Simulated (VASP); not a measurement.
# WAu (F-43m) in VASP: a series of runs

WAu is run at these levels: PBE; tasks: single point.

Program: VASP 6.6.1. These are calculated values, not measurements. Logs are shortened: lines on timing, memory, paths and dates and some standing lists are left out, and cuts for length are marked.

## Step 1: The cell of the first run

Symmetry: F-43m, No. 216, cubic system. Conventional cell: a = 5.818 Å, b = 5.818 Å, c = 5.818 Å, α = 90.00°, β = 90.00°, γ = 90.00°. Within 3.3 Å of W (site symmetry -43m) lie 4 Au at 2.52 Å. Within 3.3 Å of Au (site symmetry -43m) lie 4 W at 2.52 Å.

## Step 2: Single point, PBE, non-collinear spin, zero start, spin-orbit coupling

INCAR

```
PREC = Accurate ; ENCUT = 520
EDIFF = 1E-6 ; ISMEAR = -1
SIGMA = 0.05 ; LREAL = F
LASPH = T ; NELM = 150
ALGO = Fast ; ISIF = 2
LWAVE = F ; LCHARG = F
MAGMOM = 0 0 0 0 0 0 ; LORBIT = 11
LSORBIT = T ; GGA_COMPAT = F
LORBMOM = T ; LMAXMIX = 4
GGA = PE ; NBANDS = 37
```

KPOINTS

```
regular mesh
0
Gamma
  6 6 6
```

POSCAR

```
WAu
1.0
    0.0000000000      2.9092100000      2.9092100000
    2.9092100000      0.0000000000      2.9092100000
    2.9092100000      2.9092100000      0.0000000000
W Au
1 1
Direct
    0.0000000000      0.0000000000      0.0000000000
    0.7500000000      0.7500000000      0.7500000000
```

Potentials or basis: VASP PAW PBE potentials, release 64 (W_sv, Au).

On the command line:

```bash
cat potpaw_PBE.64/W_sv/POTCAR potpaw_PBE.64/Au/POTCAR > POTCAR
mpirun -np 1 vasp_ncl > vasp.out
```

OUTCAR:

```text
PREC = Accurate
   ENCUT = 520
   EDIFF = 1E-6
   ISMEAR = -1
   LREAL = F
   LASPH = T
   NELM = 150
   ISIF = 2
   LORBIT = 11
   LSORBIT = T
   GGA = PE

 ion  position               nearest neighbor table
   1  0.000  0.000  0.000-   2 2.52   2 2.52   2 2.52   2 2.52
   2  0.750  0.750  0.750-   1 2.52   1 2.52   1 2.52   1 2.52

  LATTYP: Found a face centered cubic cell.
 ALAT       =     5.8184200000

  Lattice vectors:

 A1 = (   0.0000000000,   2.9092100000,   2.9092100000)
 A2 = (   2.9092100000,   0.0000000000,   2.9092100000)
 A3 = (   2.9092100000,   2.9092100000,   0.0000000000)

Analysis of symmetry for initial positions (statically):
=====================================================================
 Subroutine PRICEL returns:
 Original cell was already a primitive cell.

 Routine SETGRP: Setting up the symmetry group for a
 face centered cubic supercell.

 Subroutine GETGRP returns: Found 24 space group operations
 (whereof 24 operations were pure point group operations)
 out of a pool of 48 trial point group operations.

The static configuration has the point symmetry T_d .

Analysis of symmetry for dynamics (positions and initial velocities):
=====================================================================
 Subroutine PRICEL returns:
 Original cell was already a primitive cell.

 Routine SETGRP: Setting up the symmetry group for a
 face centered cubic supercell.

 Subroutine GETGRP returns: Found 24 space group operations
 (whereof 24 operations were pure point group operations)
 out of a pool of 48 trial point group operations.

The dynamic configuration has the point symmetry T_d .

Analysis of structural, dynamic, and magnetic symmetry:
=====================================================================
 Subroutine PRICEL returns:
 Original cell was already a primitive cell.

 Routine SETGRP: Setting up the symmetry group for a
 face centered cubic supercell.

 Subroutine GETGRP returns: Found 24 space group operations
 (whereof 24 operations were pure point group operations)
 out of a pool of 48 trial point group operations.

The overall configuration has the point symmetry T_d .

 Subroutine INISYM returns: Found 24 space group operations
 (whereof 24 operations are pure point group operations),
 and found     1 'primitive' translations

----------------------------------------------------------------------------------------

                                     Primitive cell

  volume of cell :      49.2442

  direct lattice vectors                    reciprocal lattice vectors
     0.000000000  2.909210000  2.909210000    -0.171867964  0.171867964  0.171867964
     2.909210000  0.000000000  2.909210000     0.171867964 -0.171867964  0.171867964
     2.909210000  2.909210000  0.000000000     0.171867964  0.171867964 -0.171867964

  length of vectors
     4.114244238  4.114244238  4.114244238     0.297684046  0.297684046  0.297684046

  position of ions in fractional coordinates (direct lattice)
     0.000000000  0.000000000  0.000000000
     0.750000000  0.750000000  0.750000000

  ion indices of the primitive-cell ions
   primitive index   ion index
                 1           1
                 2           2

----------------------------------------------------------------------------------------

 KPOINTS: regular mesh

Automatic generation of k-mesh.
 Grid dimensions read from file:
 generate k-points for:    6    6    6

 Generating k-lattice:

  Cartesian coordinates                     Fractional coordinates (reciprocal lattice)
[... 93 lines left out ...]
   NGX = 15   NGY = 15   NGZ = 15

 number of electron      25.0000000 magnetization       0.0000000      0.0000000      0.0000000

 number of electron      25.0000000 magnetization      -0.0000000     -0.0000000     -0.0000000

 number of electron      25.0000000 magnetization      -0.0000000      0.0000000      0.0000000

 number of electron      25.0000000 magnetization      -0.0000000      0.0000000     -0.0000000

 Free energy of the ion-electron system (eV)
  ---------------------------------------------------
  ext. energy  EPLUGINS =         0.00000000
  ---------------------------------------------------
  free energy    TOTEN  =       -13.56555597 eV

  energy without entropy =      -13.55032450  energy(sigma->0) =      -13.55794023

 E-fermi :   5.6245     XC(G=0): -10.6481

 val. band max:        5.5990405528   @ k =   0.5000   0.3333   0.0000
 cond. band min:       5.7176456610   @ k =   0.5000  -0.3333   0.0000
 fundamental gap:      0.1186051083
 Fermi energy:         5.6244795061

 k-point     1 :       0.0000    0.0000    0.0000
  band No.  band energies     occupation
      1     -68.7283      1.00000
      2     -68.7283      1.00000
      3     -38.8315      1.00000
      4     -38.8315      1.00000
      5     -30.1277      1.00000
      6     -30.1277      1.00000
[... 869 lines left out ...]
     36       9.6656      0.00000
     37      16.6734      0.00000

------------------------ aborting loop because EDIFF is reached ----------------------------------------

  FORCE on cell =-STRESS in cart. coord.  units (eV):
  Direction    XX          YY          ZZ          XY          YZ          ZX
  --------------------------------------------------------------------------------------
  -------------------------------------------------------------------------------------
  Total       -0.0079194     -0.0079194     -0.0079194      0.0000000      0.0000000      0.0000000
  in kB       -0.2576592     -0.2576592     -0.2576592      0.0000000      0.0000000      0.0000000
  external PRESSURE =      -0.2576592 kB  Pullay stress =       0.0000000 kB

 VOLUME and BASIS-vectors are now :
 -----------------------------------------------------------------------------
  energy-cutoff  :      520.00
  volume of cell :       49.24
      direct lattice vectors                 reciprocal lattice vectors
     0.000000000  2.909210000  2.909210000    -0.171867964  0.171867964  0.171867964
     2.909210000  0.000000000  2.909210000     0.171867964 -0.171867964  0.171867964
     2.909210000  2.909210000  0.000000000     0.171867964  0.171867964 -0.171867964

 POSITION                                       TOTAL-FORCE (eV/Angst)
 -----------------------------------------------------------------------------------
      0.00000      0.00000      0.00000         0.000000      0.000000      0.000000
      4.36381      4.36381      4.36381        -0.000000     -0.000000     -0.000000
 -----------------------------------------------------------------------------------
    total drift:                               -0.000001     -0.000001     -0.000001

  FREE ENERGIE OF THE ION-ELECTRON SYSTEM (eV)
  ---------------------------------------------------
  free  energy   TOTEN  =       -13.5655559669 eV

  energy  without entropy=      -13.5503244982  energy(sigma->0) =      -13.55794023

 orbital moment (x)

 # of ion     p       d       tot
 ----------------------------------------
  1        -0.000   0.000   0.000
  2         0.000   0.000   0.000
 ----------------------------------------
            0.000   0.000   0.000

 orbital moment (y)

 # of ion     p       d       tot
 ----------------------------------------
  1         0.000   0.000   0.000
  2         0.000  -0.000  -0.000
 ----------------------------------------
            0.000   0.000   0.000

 orbital moment (z)

 # of ion     p       d       tot
 ----------------------------------------
  1         0.000   0.000   0.000
  2         0.000   0.000   0.000
 ----------------------------------------
            0.000   0.000   0.000

 Spin-Orbit-Coupling matrix elements

 Ion:    1  E_soc:     -1.6967442
 l=   1
     0.0000000    -0.2331190    -0.2331190
    -0.2331190     0.0000000    -0.2331190
    -0.2331190    -0.2331190     0.0000000
 l=   2
     0.0000000    -0.0094061     0.0000000    -0.0094061    -0.0402656
    -0.0094061     0.0000000    -0.0301992    -0.0094061    -0.0100664
     0.0000000    -0.0301992     0.0000000    -0.0301992     0.0000000
    -0.0094061    -0.0094061    -0.0301992     0.0000000    -0.0100664
    -0.0402656    -0.0100664     0.0000000    -0.0100664     0.0000000
 l=   3
     0.0000000     0.0000000     0.0000000     0.0000000     0.0000000     0.0000000     0.0000000
     0.0000000     0.0000000     0.0000000     0.0000000     0.0000000     0.0000000     0.0000000
     0.0000000     0.0000000     0.0000000     0.0000000     0.0000000     0.0000000     0.0000000
     0.0000000     0.0000000     0.0000000     0.0000000     0.0000000     0.0000000     0.0000000
     0.0000000     0.0000000     0.0000000     0.0000000     0.0000000     0.0000000     0.0000000
     0.0000000     0.0000000     0.0000000     0.0000000     0.0000000     0.0000000     0.0000000
     0.0000000     0.0000000     0.0000000     0.0000000     0.0000000     0.0000000     0.0000000

 Ion:    2  E_soc:     -0.7665064
 l=   1
     0.0000000    -0.0549252    -0.0549252
    -0.0549252     0.0000000    -0.0549252
    -0.0549252    -0.0549252     0.0000000
 l=   2
     0.0000000    -0.0166949     0.0000000    -0.0166949    -0.0561309
    -0.0166949     0.0000000    -0.0420982    -0.0166949    -0.0140327
     0.0000000    -0.0420982     0.0000000    -0.0420982     0.0000000
    -0.0166949    -0.0166949    -0.0420982     0.0000000    -0.0140327
    -0.0561309    -0.0140327     0.0000000    -0.0140327     0.0000000
 l=   3
     0.0000000     0.0000000     0.0000000     0.0000000     0.0000000     0.0000000     0.0000000
     0.0000000     0.0000000     0.0000000     0.0000000     0.0000000     0.0000000     0.0000000
     0.0000000     0.0000000     0.0000000     0.0000000     0.0000000     0.0000000     0.0000000
     0.0000000     0.0000000     0.0000000     0.0000000     0.0000000     0.0000000     0.0000000
     0.0000000     0.0000000     0.0000000     0.0000000     0.0000000     0.0000000     0.0000000
     0.0000000     0.0000000     0.0000000     0.0000000     0.0000000     0.0000000     0.0000000
     0.0000000     0.0000000     0.0000000     0.0000000     0.0000000     0.0000000     0.0000000

 total charge

# of ion       s       p       d       tot
------------------------------------------
    1        2.403   6.163   3.281  11.846
    2        0.852   0.630   8.453   9.934
--------------------------------------------------
tot          3.255   6.793  11.733  21.781

 magnetization (x)

# of ion       s       p       d       tot
------------------------------------------
    1        0.000   0.000   0.000   0.000
    2        0.000  -0.000   0.000  -0.000
--------------------------------------------------
tot          0.000  -0.000   0.000  -0.000

 magnetization (y)

# of ion       s       p       d       tot
------------------------------------------
    1        0.000   0.000   0.000   0.000
    2        0.000   0.000   0.000   0.000
--------------------------------------------------
tot          0.000   0.000   0.000   0.000

 magnetization (z)

# of ion       s       p       d       tot
------------------------------------------
    1        0.000  -0.000   0.000   0.000
    2        0.000  -0.000   0.000   0.000
--------------------------------------------------
tot          0.000  -0.000   0.000   0.000
```

Run time: 62 s. Hardware: 1 thread of Intel Xeon 6975P-C (Granite Rapids), shared host; peak memory 0.32 GiB.

What came out:

| Property | Result |
| --- | --- |
| Free energy | -13.5656 eV |
| Pressure | 0.0 GPa |
| Net moment | 0.00 μB per cell |
| Valence electrons inside the program's atomic spheres | W 11.85; Au 9.93 |

Moments on the atoms (μB; x, y, z):
```
W   0.00 0.00 0.00
Au  0.00 0.00 0.00
```

## Step 3: Single point, PBE

This run uses another cell than the first one, of 23.14 Å³/atom, 0.940 times its volume.

INCAR

```
  PREC = Accurate
  ENCUT = 520
  EDIFF = 1E-6
  ISMEAR = -1
  SIGMA = 0.05
  LREAL = False
  LASPH = True
  NELM = 80
  ALGO = Fast
  ISIF = 2
  LWAVE = False
  LCHARG = False
  GGA = PE
  NBANDS = 20
```

KPOINTS

```
Automatic mesh
0
Gamma
  8 8 8
```

POSCAR

```
WAu
1.0
    0.0000000000      2.8498217033      2.8498217033
    2.8498217033      0.0000000000      2.8498217033
    2.8498217033      2.8498217033      0.0000000000
W Au
1 1
Direct
    0.0000000000      0.0000000000      0.0000000000
    0.7500000000      0.7500000000      0.7500000000
```

Potentials or basis: VASP PAW PBE potentials, release 64 (W_sv, Au).

On the command line:

```bash
cat potpaw_PBE.64/W_sv/POTCAR potpaw_PBE.64/Au/POTCAR > POTCAR
mpirun -np 1 vasp_std > vasp.out
```

OUTCAR:

```text
PREC = Accurate
   ENCUT = 520
   EDIFF = 1E-6
   ISMEAR = -1
   LREAL = False
   LASPH = True
   NELM = 80
   ISIF = 2
   GGA = PE

 ion  position               nearest neighbor table
   1  0.000  0.000  0.000-   2 2.47   2 2.47   2 2.47   2 2.47
   2  0.750  0.750  0.750-   1 2.47   1 2.47   1 2.47   1 2.47

  LATTYP: Found a face centered cubic cell.
 ALAT       =     5.6996434066

  Lattice vectors:

 A1 = (   0.0000000000,   2.8498217033,   2.8498217033)
 A2 = (   2.8498217033,   0.0000000000,   2.8498217033)
 A3 = (   2.8498217033,   2.8498217033,   0.0000000000)

Analysis of symmetry for initial positions (statically):
=====================================================================
 Subroutine PRICEL returns:
 Original cell was already a primitive cell.

 Routine SETGRP: Setting up the symmetry group for a
 face centered cubic supercell.

 Subroutine GETGRP returns: Found 24 space group operations
 (whereof 24 operations were pure point group operations)
 out of a pool of 48 trial point group operations.

The static configuration has the point symmetry T_d .

[... 150 lines left out ...]

 number of electron      25.0000001 magnetization

 Free energy of the ion-electron system (eV)
  ---------------------------------------------------
  ext. energy  EPLUGINS =         0.00000000
  ---------------------------------------------------
  free energy    TOTEN  =       -12.24345789 eV

  energy without entropy =      -12.22532439  energy(sigma->0) =      -12.23439114

 E-fermi :   6.3017     XC(G=0): -10.9677

 val. band max:        6.2667695337   @ k =  -0.3750   0.2500   0.1250
 cond. band min:       6.3453241888   @ k =   0.3750   0.2500   0.0000
 fundamental gap:      0.0785546551
 Fermi energy:         6.3017420544

 k-point     1 :       0.0000    0.0000    0.0000
  band No.  band energies     occupation
      1     -67.9342      2.00000
      2     -32.1572      2.00000
      3     -32.1572      2.00000
      4     -32.1572      2.00000
      5      -1.5640      2.00000
      6       0.2596      2.00000
[... 541 lines left out ...]
     19      16.3357      0.00000
     20      19.6106      0.00000

 [... further k-points ...]
[... 5 lines left out ...]
  --------------------------------------------------------------------------------------
  -------------------------------------------------------------------------------------
  Total        2.6624368      2.6624368      2.6624368     -0.0000000      0.0000000      0.0000000
  in kB       92.1524359     92.1524359     92.1524359     -0.0000000      0.0000000      0.0000000
  external PRESSURE =      92.1524359 kB  Pullay stress =       0.0000000 kB

 VOLUME and BASIS-vectors are now :
 -----------------------------------------------------------------------------
  energy-cutoff  :      520.00
  volume of cell :       46.29
      direct lattice vectors                 reciprocal lattice vectors
     0.000000000  2.849821703  2.849821703    -0.175449573  0.175449573  0.175449573
     2.849821703  0.000000000  2.849821703     0.175449573 -0.175449573  0.175449573
     2.849821703  2.849821703  0.000000000     0.175449573  0.175449573 -0.175449573

 POSITION                                       TOTAL-FORCE (eV/Angst)
 -----------------------------------------------------------------------------------
      0.00000      0.00000      0.00000         0.000000      0.000000      0.000000
      4.27473      4.27473      4.27473        -0.000000     -0.000000     -0.000000
 -----------------------------------------------------------------------------------
    total drift:                                0.000001      0.000001      0.000001

  FREE ENERGIE OF THE ION-ELECTRON SYSTEM (eV)
  ---------------------------------------------------
  free  energy   TOTEN  =       -12.2434578868 eV

  energy  without entropy=      -12.2253243924  energy(sigma->0) =      -12.23439114
```

stdout:

```text
POSCAR found type information on POSCAR W Au
 POSCAR found :  2 types and       2 ions
 scaLAPACK will be used
 LDA part: xc-table for (Slater+PW92), standard interpolation
 POSCAR, INCAR and KPOINTS ok, starting setup
 FFT: planning ... GRIDC
 FFT: planning ... GRID_SOFT
 FFT: planning ... GRID
 WAVECAR not read
 entering main loop
```

Run time: 41 s. Hardware: 1 thread of Intel Xeon 8259CL, shared host; peak memory 0.18 GiB.

What came out:

| Item | Value |
| --- | --- |
| Free energy | -12.2435 eV |
| Pressure | 9.2 GPa |

Caveat: spin-orbit coupling is left out, which moves the levels of the heavy elements.

## Step 4: Single point, PBE

This run uses another cell than the first one, of 23.64 Å³/atom, 0.960 times its volume.

INCAR

```
PREC = Accurate
ENCUT = 520
EDIFF = 1E-6
ISMEAR = -1
SIGMA = 0.05
LREAL = False
LASPH = True
NELM = 100
ALGO = Normal
ISIF = 2
LWAVE = False
LCHARG = False
GGA = PE
NBANDS = 20
```

KPOINTS

```
regular mesh
0
Gamma
  8 8 8
```

POSCAR

```
WAu
1.0
    0.0000000000      2.8698915315      2.8698915315
    2.8698915315      0.0000000000      2.8698915315
    2.8698915315      2.8698915315      0.0000000000
W Au
1 1
Direct
    0.0000000000      0.0000000000      0.0000000000
    0.7500000000      0.7500000000      0.7500000000
```

On the command line:

```bash
cat potpaw_PBE.64/W_sv/POTCAR potpaw_PBE.64/Au/POTCAR > POTCAR
mpirun -np 1 vasp_std > vasp.out
```

Wall time 34 s (1 thread of Intel Xeon 8259CL, shared host); peak memory 0.18 GiB.

Results (log left out):

| Item | Value |
| --- | --- |
| Free energy | -12.2898 eV |
| Pressure | 5.8 GPa |

Levels at points of the mesh, in eV from the Fermi level:
```
           k point  band 11  band 12  band 13  band 14  band 15  band 16
(0.00, 0.00, 0.00)    -0.76    -0.76    -0.76     1.65     1.65     8.56
(0.50, 0.00, 0.00)    -1.92    -0.25    -0.25     1.46     1.46     2.12
(0.50, 0.50, 0.00)    -2.85     0.38     1.30     1.57     1.57     2.92
```

Caveat: spin-orbit coupling is left out, which moves the levels of the heavy elements.

## Step 5: Overview

| spin | cell | k mesh | gap on the mesh (eV) | pressure (GPa) |
| --- | --- | --- | --- | --- |
| non-collinear, zero start, SOC | a = 4.114 Å, angles 60.0°, 2 atoms | 6 × 6 × 6 | - | 0.0 |
| off | a = 4.030 Å, angles 60.0°, 2 atoms | 8 × 8 × 8 | none | 9.2 |
| off | a = 4.059 Å, angles 60.0°, 2 atoms | 8 × 8 × 8 | none | 5.8 |

Alike in all rows: task single point; level PBE; potentials or basis VASP PAW PBE potentials, release 64 (W_sv, Au); cutoff (eV) 520; smearing fermi-dirac 0.05 eV.

Caveats: spin-orbit coupling is left out, which moves the levels of the heavy elements (some runs).

Total energies depend on the potentials used, so only differences within one code and one set of settings carry meaning.
